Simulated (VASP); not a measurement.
Crystal: LiMg.

```
Li Mg
1.0
     1.72462   -2.46195    0.00000
     1.72462    2.46195    0.00000
     0.00000    0.00000    4.88841
Li Mg
1 1
Direct
  0.00000 0.00000 0.00000
  0.50000 0.50000 0.50000
```

- Program: VASP 6.6.1
- Task: relaxation of cell and atoms
- Functional: LDA
- Potentials or basis: VASP PAW LDA potentials, release 64 (Li_sv, Mg)
- Cutoff: 600 eV
- k mesh: 16 × 16 × 10
- Occupations: fermi-dirac, width 0.02 eV
- Spin: no spin polarisation

At the start: pressure -1.4 GPa; volume 20.76 Å³/atom.

Task: Where does the relaxation end?

Result: Over 5 steps the energy falls by 5.5 meV/atom and the volume is 19.59 Å³/atom (-5.6 %); space group Cmmm (No. 65, to 0.1 Å) before and after.

Step by step:
| step | energy change (eV) | largest force (eV/Å) | pressure (GPa) | volume (Å³) |
| --- | --- | --- | --- | --- |
| 1 | 0.0000 | 0.0000 | -1.44 | 41.51 |
| 2 | -0.0078 | 0.0000 | -0.80 | 40.40 |
| 3 | -0.0109 | 0.0000 | -0.05 | 39.28 |
| 4 | -0.0109 | 0.0000 | 0.00 | 39.20 |
| 5 | -0.0110 | 0.0000 | 0.00 | 39.18 |

Final structure:
```
CELL_PARAMETERS angstrom
1.68802 -2.42047 0.00000
1.68802 2.42047 0.00000
0.00000 0.00000 4.79465
ATOMIC_POSITIONS crystal
Li 0.00000 0.00000 0.00000
Mg 0.50000 0.50000 0.50000
```

Caveat: the cutoff is under 1.25 times the usual one of these potentials, so pressure, stress and relaxed cells hold a basis-set (Pulay) error.
